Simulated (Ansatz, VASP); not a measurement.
## Mo in VASP and in Ansatz

File INCAR:

```
PREC = Accurate ; ENCUT = 520
EDIFF = 1E-7 ; ISMEAR = 0
SIGMA = 0.15 ; LREAL = False
LASPH = True ; NELM = 80
ALGO = Fast ; ISIF = 2
LWAVE = False ; LCHARG = False
GGA = PE ; NBANDS = 36
```

Contents of KPOINTS:

```
Automatic mesh
0
Gamma
  18 18 6
```

Contents of POSCAR:

```
Mo
1.0
   -1.5710000000      1.5710000000     -1.5710000000
   -1.5710000000     -1.5710000000      1.5710000000
    0.0000000000      6.4607766953      6.4607766953
Mo
4
Direct
    0.0000000000      0.0000000000      0.8510586667
    0.5000000000      0.5000000000      0.1215798095
    0.0000000000      0.0000000000      0.3647394286
    0.5000000000      0.5000000000      0.6078990476
```

Input for Ansatz:

```yaml
crystal:
  lattice:
    - [-1.571, 1.571, -1.571]
    - [-1.571, -1.571, 1.571]
    - [0.0, 6.4607766953, 6.4607766953]
  atoms:
    - { symbol: Mo, position: [0.0, 0.0, 0.8510586667] }
    - { symbol: Mo, position: [0.5, 0.5, 0.1215798095] }
    - { symbol: Mo, position: [0.0, 0.0, 0.3647394286] }
    - { symbol: Mo, position: [0.5, 0.5, 0.6078990476] }
basis:
  ecutwfc: 420
kpoints:
  mp_grid: { grid: [18, 18, 6] }
hamiltonian:
  xc: pbe
scf:
  occupations: { method: gaussian, width: 0.15 }
output:
  forces: true
  stress: true
  eigenvalues: true
```

Alike in both runs: task single point; functional PBE; k mesh 18 × 18 × 6; occupations gaussian, width 0.15 eV; no spin polarisation.

|  | VASP | Ansatz |
| --- | --- | --- |
| version | VASP 6.6.1 | Ansatz 0.2.0 |
| potentials or method | VASP PAW PBE potentials, release 64 (Mo_sv), cutoff 520 eV | scalar-relativistic, plane waves, PAW |
| valence electrons in the cell | 56 | 56 |

|  | VASP | Ansatz | Ansatz less VASP |
| --- | --- | --- | --- |
| gap on the k mesh at the Fermi level (eV) | none | none | - |
| pressure (GPa) | -0.7 | -1.2 | -0.49 |
| traceless stress, the component that is largest in VASP (GPa) | -2.63 | -2.61 | +0.017 |
| rms of the force components (eV/Å) | 0.475 | 0.471 | -0.0041 |

Atom by atom the forces differ by 0.004 eV/Å (rms over components). A gap of «none» marks a metal or a gap that the smearing closes.
